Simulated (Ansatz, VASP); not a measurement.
La: VASP beside Ansatz

```
La
1.0
     3.75000   -0.01875   -0.01875
    -1.89124    3.25697   -0.00686
    -0.03035   -0.03035    6.07000
La
2
Direct
  0.33333 0.66667 0.25000
  0.66667 0.33333 0.75000
```

Change from the starting cell: equal xy, yz and zx shear strains of -1 %.

Alike in both runs: task single point; functional LDA; k mesh 11 × 11 × 6; occupations fermi-dirac, width 0.05 eV; no spin polarisation.

|  | VASP | Ansatz |
| --- | --- | --- |
| version | VASP 6.6.1 | Ansatz 0.2.0 |
| potentials or method | VASP PAW LDA potentials, release 64 (La), cutoff 520 eV | all-electron LAPW, scalar-relativistic |

```tsv
	VASP	Ansatz	Ansatz less VASP
pressure (GPa)	-3.1	-3.0	+0.09
traceless stress, the component that is largest in VASP (GPa)	0.14	0.14	0.000
```

LDA's correlation is that of Perdew and Zunger in VASP and of Perdew and Wang (1992) in Ansatz. Ansatz ran all-electron here, and VASP with PAW potentials.

Neither program's run includes spin-orbit coupling.
